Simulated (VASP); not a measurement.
Input of a VASP 6.6.1 run:

Contents of POSCAR:

```
SrAl2H2
1.0
    4.4276529212      0.0000000000      0.0000000000
   -2.2138264606      3.8344599089      0.0000000000
    0.0000000000      0.0000000000      4.6716462500
Sr Al H
1 2 2
Direct
    0.0000000000      0.0000000000      0.0000000000
    0.3333333333      0.6666666667      0.4594116217
    0.6666666667      0.3333333333      0.5405883783
    0.3333333333      0.6666666667      0.0973374019
    0.6666666667      0.3333333333      0.9026625981
```

The input INCAR.step1:

```
PREC = Accurate ; ENCUT = 520
ISMEAR = -1 ; SIGMA = 0.1
LREAL = False ; LASPH = True
NELM = 60 ; NBANDS = 17
GGA = PE ; ALGO = Normal
EDIFF = 1E-4 ; LWAVE = True
LCHARG = False
```

The input INCAR.step2:

```
PREC = Accurate ; ENCUT = 520
EDIFF = 1E-7 ; ISMEAR = -1
SIGMA = 0.1 ; LREAL = False
LASPH = True ; NELM = 60
ALGO = Normal ; ISIF = 2
LWAVE = False ; LCHARG = False
METAGGA = R2SCAN ; LMIXTAU = True
NBANDS = 17 ; ISTART = 1
```

The input KPOINTS:

```
Automatic mesh
0
Gamma
  9 9 7
```

Potentials or basis: VASP PAW PBE potentials, release 64 (Sr_sv, Al, H).

Run with:

```sh
$ cat potpaw_PBE.64/Sr_sv/POTCAR potpaw_PBE.64/Al/POTCAR potpaw_PBE.64/H/POTCAR > POTCAR
$ cp INCAR.step1 INCAR
$ mpirun -np 1 vasp_std > vasp.out
$ cp INCAR.step2 INCAR
$ mpirun -np 1 vasp_std > vasp.out
```

Question: Estimate the pressure.

Answer: 3.3 GPa.

Question: Estimate the largest force.

Answer: 0.008 eV/Å.

Forces in eV/Å, atoms in the order of the input:
```
Sr   0.000  0.000  0.000
Al   0.000  0.000  0.000
Al   0.000  0.000  0.000
H    0.000  0.000  0.008
H    0.000  0.000 -0.008
```

Caveat: the PAW data sets were made with another functional, which shifts forces and pressure a little.
